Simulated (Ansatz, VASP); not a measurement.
# Ti: VASP beside Ansatz

Contents of INCAR:

```
PREC = Accurate
ENCUT = 520
EDIFF = 1E-6
ISMEAR = 0
SIGMA = 0.1
LREAL = F
LASPH = T
NELM = 100
ALGO = Normal
ISIF = 2
LWAVE = F
LCHARG = F
LDIPOL = T
IDIPOL = 3
DIPOL = 0.5 0.5 0.499
GGA = PE
NBANDS = 38
```

Contents of KPOINTS:

```
regular mesh
0
Gamma
  27 27 1
```

The input POSCAR:

```
Ti
1.0
    2.9499978600      0.0000000000      0.0000000000
   -1.4749989300      2.5547730900      0.0000000000
    0.0000000000      0.0000000000     29.3719998090
Ti
5
Direct
    0.3333333332      0.6666666664      0.3404603045
    0.6666666668      0.3333333332      0.4202301523
    0.3333333332      0.6666666664      0.4992586515
    0.6666666668      0.3333333332      0.5803118358
    0.3333333332      0.6666666664      0.6535287248
```

Input for Ansatz:

```yaml
crystal:
  lattice:
    - [2.94999786, 0.0, 0.0]
    - [-1.47499893, 2.55477309, 0.0]
    - [0.0, 0.0, 29.371999809]
  atoms:
    - { symbol: Ti, position: [0.3333333332, 0.6666666664, 0.3404603045] }
    - { symbol: Ti, position: [0.6666666668, 0.3333333332, 0.4202301523] }
    - { symbol: Ti, position: [0.3333333332, 0.6666666664, 0.4992586515] }
    - { symbol: Ti, position: [0.6666666668, 0.3333333332, 0.5803118358] }
    - { symbol: Ti, position: [0.3333333332, 0.6666666664, 0.6535287248] }
basis:
  ecutwfc: 420.0
  fft_grid_basis: typed
kpoints:
  mp_grid: { grid: [27, 27, 1] }
hamiltonian:
  xc: pbe
scf:
  occupations: { method: gaussian, width: 0.1 }
output:
  forces: true
  eigenvalues: true
  band_densities:
    - { e_range: [-2.0, -1.0] }
    - { e_range: [-1.0, -0.5] }
    - { e_range: [-0.5, -0.25] }
    - { e_range: [-0.25, 0.0] }
    - { e_range: [0.0, 0.25] }
    - { e_range: [0.25, 0.5] }
    - { e_range: [0.5, 1.0] }
    - { e_range: [1.0, 1.5] }
  band_residual_tolerance: 1.0e-05
  write_potential: true
  elf: true
  write_density: true
  volumetric_format: npy
efield:
  axis: 3
  dipole_correction: true
  ramp_width: 0.04
checkpoint:
  read: start.run
  write: ck
  compress: false
  write_wavefunctions: false
  write_every: 100000
```

Alike in both runs: task single point; functional PBE; k mesh 27 × 27 × 1; occupations gaussian, width 0.1 eV; no spin polarisation.

|  | VASP | Ansatz |
| --- | --- | --- |
| version | VASP 6.6.1 | Ansatz 0.2.0 |
| potentials or method | VASP PAW PBE potentials, release 64 (Ti_sv), cutoff 520 eV | scalar-relativistic, plane waves, PAW |
| valence electrons in the cell | 60 | 60 |

VASP gave:

| Quantity | Value |
| --- | --- |
| gap on the k mesh at the Fermi level (eV) | none |
| rms of the force components (eV/Å) | 0.237 |

Task: Estimate Ansatz's values.

Result: gap on the k mesh at the Fermi level (eV): none; rms of the force components (eV/Å): 0.235.

Atom by atom the forces differ by 0.005 eV/Å (rms over components). A gap of «none» marks a metal or a gap that the smearing closes. Ansatz's warnings: published levels not confirmed.
